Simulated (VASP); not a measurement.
# Pb (Fm-3m) in VASP: a series of runs

Pb is run at these levels: PBE; tasks: single point.

Everything below comes from runs of VASP 6.6.1. Logs are shortened: lines on timing, memory, paths and dates and some standing lists are left out, and cuts for length are marked.

### Step 1. The cell of the first run

The structure is cubic, space group Fm-3m (No. 225). Conventional cell: a = 4.950 Å, b = 4.950 Å, c = 4.950 Å, α = 90.00°, β = 90.00°, γ = 90.00°. Pb (site symmetry m-3m) has 12 Pb at 3.50 Å within 4.6 Å.

### Step 2. Single point, PBE

INCAR

```
PREC = Accurate
ENCUT = 500
EDIFF = 1E-6
ISMEAR = 0
SIGMA = 0.1
LREAL = F
LASPH = T
NELM = 120
ALGO = Normal
ISIF = 2
LWAVE = F
LCHARG = F
GGA = PE
NBANDS = 13
GGA_COMPAT = F
```

KPOINTS

```
regular mesh
0
Gamma
  3 3 3
```

POSCAR

```
Pb
1.0
    0.0000000000      2.4750200000      2.4750200000
    2.4750200000      0.0000000000      2.4750200000
    2.4750200000      2.4750200000      0.0000000000
Pb
1
Direct
    0.0000000000      0.0000000000      0.0000000000
```

Potentials or basis: VASP PAW PBE potentials, release 64 (Pb_d).

Started as:

```
$ cat potpaw_PBE.64/Pb_d/POTCAR > POTCAR
$ mpirun -np 1 vasp_std > vasp.out
```

OUTCAR:

```text
PREC = Accurate
   ENCUT = 500
   EDIFF = 1E-6
   ISMEAR = 0
   LREAL = F
   LASPH = T
   NELM = 120
   ISIF = 2
   GGA = PE

 ion  position               nearest neighbor table
   1  0.000  0.000  0.000-

  LATTYP: Found a face centered cubic cell.
 ALAT       =     4.9500400000

  Lattice vectors:

 A1 = (   0.0000000000,   2.4750200000,   2.4750200000)
 A2 = (   2.4750200000,   0.0000000000,   2.4750200000)
 A3 = (   2.4750200000,   2.4750200000,   0.0000000000)

Analysis of symmetry for initial positions (statically):
=====================================================================
 Subroutine PRICEL returns:
 Original cell was already a primitive cell.

 Routine SETGRP: Setting up the symmetry group for a
 face centered cubic supercell.

 Subroutine GETGRP returns: Found 48 space group operations
 (whereof 48 operations were pure point group operations)
 out of a pool of 48 trial point group operations.

The static configuration has the point symmetry O_h .

Analysis of symmetry for dynamics (positions and initial velocities):
=====================================================================
 Subroutine PRICEL returns:
 Original cell was already a primitive cell.

 Routine SETGRP: Setting up the symmetry group for a
 face centered cubic supercell.

 Subroutine GETGRP returns: Found 48 space group operations
 (whereof 48 operations were pure point group operations)
 out of a pool of 48 trial point group operations.

The dynamic configuration has the point symmetry O_h .

 Subroutine INISYM returns: Found 48 space group operations
 (whereof 48 operations are pure point group operations),
 and found     1 'primitive' translations

----------------------------------------------------------------------------------------

                                     Primitive cell

  volume of cell :      30.3226

  direct lattice vectors                    reciprocal lattice vectors
     0.000000000  2.475020000  2.475020000    -0.202018570  0.202018570  0.202018570
     2.475020000  0.000000000  2.475020000     0.202018570 -0.202018570  0.202018570
     2.475020000  2.475020000  0.000000000     0.202018570  0.202018570 -0.202018570

  length of vectors
     3.500206851  3.500206851  3.500206851     0.349906427  0.349906427  0.349906427

  position of ions in fractional coordinates (direct lattice)
[... 62 lines left out ...]
   ISIF   =      2    stress and relaxation
   ISYM   =      2    0-nonsym 1-usesym 2-fastsym
   POTIM  = 0.5000    time-step for ionic-motion
   TEBEG  =    0.0;   TEEND  =   0.0 temperature during run
   PSTRESS=    0.0 pullay stress
   NELECT =      14.0000    total number of electrons
   NUPDOWN=      -1.0000    fix difference up-down
   EMIN   =  10.00;   EMAX   =-10.00  energy-range for DOS
   EFERMI =   0.00;   METHOD = LEGACY
   ISMEAR =     0;   SIGMA  =   0.10  broadening in eV -4-tet -1-fermi 0-gaus
   EFERMI_NEDOS =   21; number of points for ismear=-14 and -15
   IALGO  =     38    algorithm
   IMIX   =      4    mixing-type and parameters
     AMIX     =   0.40;   BMIX     =  1.00
     AMIX_MAG =   1.60;   BMIX_MAG =  1.00
  volume/ion in A,a.u.               =      30.32       204.63
  Fermi-wavevector in a.u.,A,eV,Ry     =   1.265306  2.391081 21.782907  1.600999
  Thomas-Fermi vector in A             =   2.398566
   LORBIT       =      0    0 simple, 1 ext, 2 COOP (PROOUT), +10 PAW based schemes
   GGA     = PE    functional components
   LHFCALC =     F    Hartree Fock is set to
   AEXX    =    0.0000 exact exchange contribution
   IVDW    =     0    specifies the selected vdW correction
   LEPSILON=     F    determine dielectric tensor
   LRPA    =     F    only Hartree local field effects (RPA)
 non-spin polarized calculation
 Gauss-broadening in eV      SIGMA  =   0.10
  energy-cutoff  :      500.00
  volume of cell :       30.32
 maximum number of plane-waves:       776
 NGX is ok and might be reduce to    28
   NGX = 13   NGY = 13   NGZ = 13

 number of electron      13.9999999 magnetization

 Free energy of the ion-electron system (eV)
  ---------------------------------------------------
  ext. energy  EPLUGINS =         0.00000000
  ---------------------------------------------------
  free energy    TOTEN  =        -3.28348810 eV

  energy without entropy =       -3.25025560  energy(sigma->0) =       -3.26687185

 E-fermi :   5.7637     XC(G=0): -10.2100

 val. band max:        5.7210304615   @ k =   0.3333   0.0000   0.0000
 cond. band min:       7.2248871342   @ k =   0.3333   0.3333   0.0000
 fundamental gap:      1.5038566727
 Fermi energy:         5.7637426584

 k-point     1 :       0.0000    0.0000    0.0000
  band No.  band energies     occupation
      1      -9.8688      2.00000
      2      -9.8688      2.00000
      3      -9.8688      2.00000
      4      -9.7240      2.00000
      5      -9.7240      2.00000
      6      -4.5050      2.00000
      7      14.6714      0.00000
      8      14.6714      0.00000
      9      14.6714      0.00000
     10      17.0233      0.00000
     11      18.5819      0.00000
     12      19.7403      0.00000
     13      19.7403      0.00000
[... 34 lines left out ...]
  band No.  band energies     occupation
      1      -9.9212      2.00000
      2      -9.7629      2.00000
      3      -9.7196      2.00000
      4      -9.6921      2.00000
      5      -9.6335      2.00000
      6       0.0737      2.00000
      7       5.4429      1.99999
      8       5.7126      1.53055
      9      10.9143      0.00000
     10      14.1715      0.00000
     11      21.0071      0.00000
     12      22.6354      0.00000
     13      22.6532      0.00000

------------------------ aborting loop because EDIFF is reached ----------------------------------------

  FORCE on cell =-STRESS in cart. coord.  units (eV):
  Direction    XX          YY          ZZ          XY          YZ          ZX
  --------------------------------------------------------------------------------------
  -------------------------------------------------------------------------------------
  Total        0.2443303      0.2443303      0.2443303      0.0000000     -0.0000000      0.0000000
  in kB       12.9098695     12.9098695     12.9098695      0.0000000     -0.0000000      0.0000000
  external PRESSURE =      12.9098695 kB  Pullay stress =       0.0000000 kB

 VOLUME and BASIS-vectors are now :
 -----------------------------------------------------------------------------
  energy-cutoff  :      500.00
  volume of cell :       30.32
      direct lattice vectors                 reciprocal lattice vectors
     0.000000000  2.475020000  2.475020000    -0.202018570  0.202018570  0.202018570
     2.475020000  0.000000000  2.475020000     0.202018570 -0.202018570  0.202018570
     2.475020000  2.475020000  0.000000000     0.202018570  0.202018570 -0.202018570

 POSITION                                       TOTAL-FORCE (eV/Angst)
 -----------------------------------------------------------------------------------
      0.00000      0.00000      0.00000         0.000000      0.000000      0.000000
 -----------------------------------------------------------------------------------
    total drift:                               -0.000000     -0.000000     -0.000000

  FREE ENERGIE OF THE ION-ELECTRON SYSTEM (eV)
  ---------------------------------------------------
  free  energy   TOTEN  =        -3.2834881035 eV

  energy  without entropy=       -3.2502555951  energy(sigma->0) =       -3.26687185
```

stdout:

```text
POSCAR found type information on POSCAR Pb
 POSCAR found :  1 types and       1 ions
 scaLAPACK will be used
 LDA part: xc-table for (Slater+PW92), standard interpolation
 POSCAR, INCAR and KPOINTS ok, starting setup
 FFT: planning ... GRIDC
 FFT: planning ... GRID_SOFT
 FFT: planning ... GRID
 WAVECAR not read
 entering main loop
```

Wall time 7 s (1 thread of AMD EPYC 7R13, shared host); peak memory 0.12 GiB.

What came out:

| Property | Result |
| --- | --- |
| Free energy | -3.2835 eV |
| Pressure | 1.3 GPa |
| Band gap on the k mesh | zero (band 7 reaches 14.67 eV, above the bottom of band 8 at 5.71 eV) |

Caveat: the k points lie up to 0.73 Å⁻¹ apart; spin-orbit coupling is left out, which moves the levels of the heavy elements.

### Step 3. Single point, PBE

INCAR

```
PREC = Accurate ; ENCUT = 500
EDIFF = 1E-6 ; ISMEAR = 0
SIGMA = 0.1 ; LREAL = False
LASPH = True ; NELM = 120
ALGO = Normal ; ISIF = 2
LWAVE = False ; LCHARG = False
GGA = PE ; NBANDS = 13
GGA_COMPAT = False
```

KPOINTS

```
regular mesh
0
Gamma
  4 4 4
```

POSCAR is that of step 2.

Potentials or basis: VASP PAW PBE potentials, release 64 (Pb_d).

Started as:

```
$ cat potpaw_PBE.64/Pb_d/POTCAR > POTCAR
$ mpirun -np 1 vasp_std > vasp.out
```

Wall time 9.5 s (1 thread of AMD EPYC 7R13, shared host); peak memory 0.12 GiB.

The run converged. Its results:

| Quantity | Value |
| --- | --- |
| Free energy | -3.3886 eV |
| Pressure | 1.8 GPa |
| Band gap on the k mesh | zero (band 7 reaches 14.68 eV, above the bottom of band 8 at 5.90 eV) |

Levels at points of the mesh, in eV from the Fermi level:
```tsv
k point	band 4	band 5	band 6	band 7	band 8	band 9	band 10	band 11
(0.00, 0.00, 0.00)	-17.36	-17.36	-12.16	7.01	7.01	7.01	9.37	10.92
(0.50, 0.00, 0.00)	-17.23	-17.23	-8.54	-4.61	5.17	5.17	8.84	9.06
(0.50, 0.50, 0.00)	-17.20	-17.20	-7.13	-3.67	1.65	1.65	4.97	6.25
```

Caveat: the k points lie up to 0.55 Å⁻¹ apart; spin-orbit coupling is left out, which moves the levels of the heavy elements.

### Step 4. Single point, PBE

INCAR

```
SYSTEM = Pb
PREC = Accurate
ENCUT = 500
EDIFF = 1E-6
ISMEAR = 0
SIGMA = 0.1
LREAL = .False.
LASPH = .True.
NELM = 120
ALGO = Normal
ISIF = 2
LWAVE = .False.
LCHARG = .False.
GGA = PE
NBANDS = 13
GGA_COMPAT = .False.
```

KPOINTS

```
regular mesh
0
Gamma
  5 5 5
  0 0 0
```

POSCAR is that of step 3.

Started as:

```
$ cat potpaw_PBE.64/Pb_d/POTCAR > POTCAR
$ mpirun -np 1 vasp_std > vasp.out
```

Wall time 13 s (1 thread of AMD EPYC 7R13, shared host); peak memory 0.12 GiB.

Results (log left out):

| Item | Value |
| --- | --- |
| Free energy | -3.5212 eV |
| Pressure | 1.8 GPa |
| Band gap on the k mesh | zero (band 7 reaches 14.70 eV, above the bottom of band 8 at 6.69 eV) |

Levels at points of the mesh, in eV from the Fermi level:
| k point | band 5 | band 6 | band 7 | band 8 | band 9 | band 10 |
| --- | --- | --- | --- | --- | --- | --- |
| (0.00, 0.00, 0.00) | -16.65 | -11.46 | 7.71 | 7.71 | 7.71 | 10.06 |

Caveat: the k points lie up to 0.44 Å⁻¹ apart; spin-orbit coupling is left out, which moves the levels of the heavy elements.

### Step 5. Single point, PBE

INCAR

```
SYSTEM = Pb
PREC = Accurate ; ENCUT = 500
EDIFF = 1E-6 ; ISMEAR = 0
SIGMA = 0.1 ; LREAL = .FALSE.
LASPH = .TRUE. ; NELM = 120
ALGO = Normal ; ISIF = 2
LWAVE = .FALSE. ; LCHARG = .FALSE.
GGA = PE ; NBANDS = 13
GGA_COMPAT = .FALSE.
```

KPOINTS

```
Automatic mesh
0
G
  8 8 8
  0 0 0
```

POSCAR is that of step 4.

Potentials or basis: VASP PAW PBE potentials, release 64 (Pb_d).

Started as:

```
$ cat potpaw_PBE.64/Pb_d/POTCAR > POTCAR
$ mpirun -np 1 vasp_std > vasp.out
```

OUTCAR:

```text
SYSTEM = Pb
   PREC = Accurate
   ENCUT = 500
   EDIFF = 1E-6
   ISMEAR = 0
   LREAL = .FALSE.
   LASPH = .TRUE.
   NELM = 120
   ISIF = 2
   GGA = PE

 ion  position               nearest neighbor table
   1  0.000  0.000  0.000-

  LATTYP: Found a face centered cubic cell.
 ALAT       =     4.9500400000

  Lattice vectors:

 A1 = (   0.0000000000,   2.4750200000,   2.4750200000)
 A2 = (   2.4750200000,   0.0000000000,   2.4750200000)
 A3 = (   2.4750200000,   2.4750200000,   0.0000000000)

Analysis of symmetry for initial positions (statically):
=====================================================================
 Subroutine PRICEL returns:
 Original cell was already a primitive cell.

 Routine SETGRP: Setting up the symmetry group for a
 face centered cubic supercell.

 Subroutine GETGRP returns: Found 48 space group operations
 (whereof 48 operations were pure point group operations)
 out of a pool of 48 trial point group operations.

The static configuration has the point symmetry O_h .

Analysis of symmetry for dynamics (positions and initial velocities):
=====================================================================
 Subroutine PRICEL returns:
 Original cell was already a primitive cell.

 Routine SETGRP: Setting up the symmetry group for a
 face centered cubic supercell.

 Subroutine GETGRP returns: Found 48 space group operations
 (whereof 48 operations were pure point group operations)
 out of a pool of 48 trial point group operations.

The dynamic configuration has the point symmetry O_h .

 Subroutine INISYM returns: Found 48 space group operations
 (whereof 48 operations are pure point group operations),
 and found     1 'primitive' translations

----------------------------------------------------------------------------------------

                                     Primitive cell

  volume of cell :      30.3226

[... 108 lines left out ...]
  Fermi-wavevector in a.u.,A,eV,Ry     =   1.265306  2.391081 21.782907  1.600999
  Thomas-Fermi vector in A             =   2.398566
   LORBIT       =      0    0 simple, 1 ext, 2 COOP (PROOUT), +10 PAW based schemes
   GGA     = PE    functional components
   LHFCALC =     F    Hartree Fock is set to
   AEXX    =    0.0000 exact exchange contribution
   IVDW    =     0    specifies the selected vdW correction
   LEPSILON=     F    determine dielectric tensor
   LRPA    =     F    only Hartree local field effects (RPA)
 non-spin polarized calculation
 Gauss-broadening in eV      SIGMA  =   0.10
  energy-cutoff  :      500.00
  volume of cell :       30.32
 maximum number of plane-waves:       783
 NGX is ok and might be reduce to    28
   NGX = 13   NGY = 13   NGZ = 13

 number of electron      13.9999999 magnetization

 Free energy of the ion-electron system (eV)
  ---------------------------------------------------
  ext. energy  EPLUGINS =         0.00000000
  ---------------------------------------------------
  free energy    TOTEN  =        -3.56725906 eV

  energy without entropy =       -3.56630679  energy(sigma->0) =       -3.56678292

 E-fermi :   7.2380     XC(G=0): -10.1831

 val. band max:        7.1231927859   @ k =   0.3750   0.2500   0.0000
 cond. band min:       7.3971905961   @ k =  -0.3750   0.2500   0.0000
 fundamental gap:      0.2739978102
 Fermi energy:         7.2379947387

 k-point     1 :       0.0000    0.0000    0.0000
  band No.  band energies     occupation
      1      -9.7834      2.00000
      2      -9.7834      2.00000
      3      -9.7834      2.00000
      4      -9.6435      2.00000
      5      -9.6435      2.00000
      6      -4.4698      2.00000
      7      14.7027      0.00000
      8      14.7027      0.00000
      9      14.7027      0.00000
     10      17.0461      0.00000
     11      18.6242      0.00000
     12      19.7687      0.00000
     13      19.7687      0.00000
[... 354 lines left out ...]
  band No.  band energies     occupation
      1      -9.7866      2.00000
      2      -9.7670      2.00000
      3      -9.6614      2.00000
      4      -9.6025      2.00000
      5      -9.5161      2.00000
      6      -0.2595      2.00000
      7       3.9977      2.00000
      8       8.6893      0.00000
      9      10.5681      0.00000
     10      16.0468      0.00000
     11      18.2508      0.00000
     12      22.4463      0.00000
     13      22.9184      0.00000

 [... further k-points ...]
[... 5 lines left out ...]
  --------------------------------------------------------------------------------------
  -------------------------------------------------------------------------------------
  Total        0.4851322      0.4851322      0.4851322      0.0000000      0.0000000     -0.0000000
  in kB       25.6333009     25.6333009     25.6333009      0.0000000      0.0000000     -0.0000000
  external PRESSURE =      25.6333009 kB  Pullay stress =       0.0000000 kB

 VOLUME and BASIS-vectors are now :
 -----------------------------------------------------------------------------
  energy-cutoff  :      500.00
  volume of cell :       30.32
      direct lattice vectors                 reciprocal lattice vectors
     0.000000000  2.475020000  2.475020000    -0.202018570  0.202018570  0.202018570
     2.475020000  0.000000000  2.475020000     0.202018570 -0.202018570  0.202018570
     2.475020000  2.475020000  0.000000000     0.202018570  0.202018570 -0.202018570

 POSITION                                       TOTAL-FORCE (eV/Angst)
 -----------------------------------------------------------------------------------
      0.00000      0.00000      0.00000        -0.000000     -0.000000     -0.000000
 -----------------------------------------------------------------------------------
    total drift:                               -0.000000      0.000000     -0.000000

  FREE ENERGIE OF THE ION-ELECTRON SYSTEM (eV)
  ---------------------------------------------------
  free  energy   TOTEN  =        -3.5672590624 eV

  energy  without entropy=       -3.5663067855  energy(sigma->0) =       -3.56678292
```

OSZICAR:

```text
N       E                     dE             d eps       ncg     rms          rms(c)
DAV:   1     0.105913345834E+03    0.10591E+03   -0.70302E+03   759   0.123E+03
DAV:   2     0.150534858532E+01   -0.10441E+03   -0.10118E+03   804   0.301E+02
DAV:   3    -0.345614084424E+01   -0.49615E+01   -0.49498E+01   930   0.710E+01
DAV:   4    -0.357278217591E+01   -0.11664E+00   -0.11662E+00   915   0.118E+01
DAV:   5    -0.357841466580E+01   -0.56325E-02   -0.56321E-02  1032   0.241E+00    0.523E-01
DAV:   6    -0.356946401068E+01    0.89507E-02   -0.12509E-02   982   0.197E+00    0.259E-01
DAV:   7    -0.356731951332E+01    0.21445E-02   -0.53455E-03   969   0.121E+00    0.865E-02
DAV:   8    -0.356726290598E+01    0.56607E-04   -0.38822E-04   997   0.312E-01    0.954E-03
DAV:   9    -0.356726015083E+01    0.27551E-05   -0.86134E-06  1056   0.494E-02    0.475E-03
DAV:  10    -0.356725901332E+01    0.11375E-05   -0.71563E-07   633   0.760E-03    0.359E-04
DAV:  11    -0.356725906236E+01   -0.49032E-07   -0.73481E-08   582   0.469E-03
   1 F= -.35672591E+01 E0= -.35667829E+01  d E =-.952277E-03
```

Wall time 28 s (1 thread of AMD EPYC 7R13, shared host); peak memory 0.13 GiB.

What came out:

```yaml
Free_energy: -3.5673 eV
Pressure: 2.6 GPa
Band_gap_on_the_k_mesh: zero (band 7 reaches 14.70 eV, above the bottom of band 8 at 5.91 eV)
```

Levels at points of the mesh, in eV from the Fermi level:
```csv
k point,band 3,band 4,band 5,band 6,band 7,band 8,band 9,band 10,band 11,band 12
"(0.00, 0.00, 0.00)",-17.02,-16.88,-16.88,-11.71,7.46,7.46,7.46,9.81,11.39,12.53
"(0.50, 0.00, 0.00)",-17.01,-16.75,-16.75,-8.08,-4.16,5.63,5.63,9.29,9.51,11.25
"(0.50, 0.50, 0.00)",-16.76,-16.71,-16.71,-6.67,-3.23,2.10,2.10,5.42,6.69,18.30
```

Caveat: spin-orbit coupling is left out, which moves the levels of the heavy elements.

### Step 6. Overview

| k mesh | gap on the mesh (eV) | pressure (GPa) |
| --- | --- | --- |
| 3 × 3 × 3 | none | 1.3 |
| 4 × 4 × 4 | none | 1.8 |
| 5 × 5 × 5 | none | 1.8 |
| 8 × 8 × 8 | none | 2.6 |

Alike in all rows: task single point; level PBE; potentials or basis VASP PAW PBE potentials, release 64 (Pb_d); no spin polarisation; cell as given; cutoff (eV) 500; smearing gaussian 0.1 eV.

Caveats: some runs use coarse meshes; spin-orbit coupling is left out, which moves the levels of the heavy elements.

Total energies depend on the potentials used, so only differences within one code and one set of settings carry meaning.
